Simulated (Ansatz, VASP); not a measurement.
C in VASP and in Ansatz

POSCAR

```
C
1.0
    0.0000000000     -1.8246190454     -1.8246190454
   -1.8246190454      0.0000000000     -1.8246190454
    1.8246190454      1.8246190454     -3.6492380909
C
4
Direct
    0.7249113929      0.7823424657      0.7499999898
    0.2750886071      0.2176575343      0.2500000102
    0.3499113929      0.4073424657      0.8749999898
    0.9000886071      0.8426575343      0.3750000102
```

The input INCAR.step1:

```
SYSTEM = C
ALGO = Normal
EDIFF = 1E-4
ENCUT = 520
GGA = PE
ISMEAR = 0
LASPH = .True.
LCHARG = .False.
LREAL = .False.
LWAVE = .True.
NBANDS = 16
NELM = 60
PREC = Accurate
SIGMA = 0.05
```

INCAR.step2

```
SYSTEM = C
ALGO = Normal
EDIFF = 1E-6
ENCUT = 520
ISIF = 2
ISMEAR = 0
ISTART = 1
LASPH = .True.
LCHARG = .False.
LMIXTAU = .True.
LREAL = .False.
LWAVE = .False.
METAGGA = R2SCAN
NBANDS = 16
NELM = 60
PREC = Accurate
SIGMA = 0.05
```

Contents of KPOINTS:

```
k-points
0
Gamma
  12 12 10
  0 0 0
```

Input for Ansatz:

```yaml
crystal:
  lattice:
    - [0.0, -1.8246190454, -1.8246190454]
    - [-1.8246190454, 0.0, -1.8246190454]
    - [1.8246190454, 1.8246190454, -3.6492380909]
  atoms:
    - { symbol: C, position: [0.7249113929, 0.7823424657, 0.7499999898] }
    - { symbol: C, position: [0.2750886071, 0.2176575343, 0.2500000102] }
    - { symbol: C, position: [0.3499113929, 0.4073424657, 0.8749999898] }
    - { symbol: C, position: [0.9000886071, 0.8426575343, 0.3750000102] }
basis:
  ecutwfc: 520.0
kpoints:
  mp_grid: { grid: [12, 12, 10] }
hamiltonian:
  xc: r2scan
scf:
  occupations: { method: gaussian, width: 0.05 }
output:
  forces: true
  stress: true
  eigenvalues: true
```

Change from the starting cell: mode 4 frozen in at -0.074 Å, equal normal strain along x, y and z +0.0250.

Alike in both runs: task single point; functional r2SCAN; k mesh 12 × 12 × 10; occupations gaussian, width 0.05 eV; no spin polarisation.

|  | VASP | Ansatz |
| --- | --- | --- |
| version | VASP 6.6.1 | Ansatz 0.2.0 |
| potentials or method | VASP PAW PBE potentials, release 64 (C), cutoff 520 eV | scalar-relativistic, plane waves, PAW |
| valence electrons in the cell | 16 | 16 |

Ansatz gave:

| Item | Value |
| --- | --- |
| gap on the k mesh at the Fermi level (eV) | 4.09 |
| least direct gap on the mesh (eV) | 5.57 |
| pressure (GPa) | -29.2 |
| traceless stress, the component that is largest in VASP (GPa) | 1.14 |
| rms of the force components (eV/Å) | 0.585 |

Problem. What did VASP give for the same quantities?

Solution. gap on the k mesh at the Fermi level (eV): 4.06; least direct gap on the mesh (eV): 5.54; pressure (GPa): -28.3; traceless stress, the component that is largest in VASP (GPa): 1.13; rms of the force components (eV/Å): 0.583.

VASP's potentials were made for PBE, not for r2SCAN. Atom by atom the forces differ by 0.002 eV/Å (rms over components). Both programs put the cell under strong tension, so it lies far from rest at this level. The functional is the same, so the differences come from potentials, cutoffs and numerics.
